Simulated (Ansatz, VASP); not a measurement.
**One calculation of Co, two programs**

File INCAR:

```
SYSTEM = Co
  PREC = Accurate
  ENCUT = 520
  EDIFF = 1E-6
  ISMEAR = -1
  SIGMA = 0.05
  LREAL = .FALSE.
  LASPH = .TRUE.
  NELM = 150
  ALGO = Normal
  ISIF = 2
  LWAVE = .FALSE.
  LCHARG = .TRUE.
  ISPIN = 2
  MAGMOM = 1.754
  LORBIT = 11
  LMAXMIX = 4
  GGA = PS
  LELF = .TRUE.
  LVHAR = .TRUE.
  NBANDS = 14
```

File KPOINTS:

```
regular mesh
0
G
  15 15 15
  0 0 0
```

File POSCAR:

```
Co
1.0
    2.3839645418      0.0000000000      0.0000000000
    0.0000000000      2.3839645418      0.0000000000
    0.0000000000      0.0000000000      2.3839645418
Co
1
Direct
    0.0000000000      0.0000000000      0.0000000000
```

Input for Ansatz:

```yaml
crystal:
  lattice:
    - [2.3839645418, 0.0, 0.0]
    - [0.0, 2.3839645418, 0.0]
    - [0.0, 0.0, 2.3839645418]
  atoms:
    - { symbol: Co, position: [0.0, 0.0, 0.0], spin: 1.754 }
hamiltonian:
  xc: pbesol
  pseudopotentials:
    kind: paw
    azcp:
      Co: "pseudopotentials/Co.paw.azcp"
basis:
  ecutwfc: 420
  fft_grid_basis: typed
kpoints:
  mp_grid: { grid: [15, 15, 15], shift: [0, 0, 0] }
magnetization:
  spin_polarized: true
scf:
  occupations: { method: fermi_dirac, width: 0.05 }
  lower_state_search: "off"
output:
  stress: true
```

Alike in both runs: task single point; functional PBEsol; k mesh 15 × 15 × 15; occupations fermi-dirac, width 0.05 eV; collinear spin.

```csv
,VASP,Ansatz
version,VASP 6.6.1,Ansatz 0.2.0
potentials or method,"VASP PAW PBE potentials, release 64 (Co), cutoff 520 eV","plane waves (420 eV) with PAW, scalar-relativistic"
valence electrons in the cell,9,17
```

|  | VASP | Ansatz | Ansatz less VASP |
| --- | --- | --- | --- |
| pressure (GPa) | -14.7 | -14.2 | +0.48 |
| net moment per atom (μB) | 1.89 | 1.91 | +0.021 |
| size of the moment on the site where the two differ most (μB) | 1.90 | 1.93 | +0.032 |

VASP's potentials were made for PBE, not for PBEsol, and Ansatz warns of the same on its side. Site moments also hang on the region over which each program counts them. VASP's potentials hold 9 valence electrons a cell and Ansatz's 17, so a difference there can come from the potentials and not from the codes.
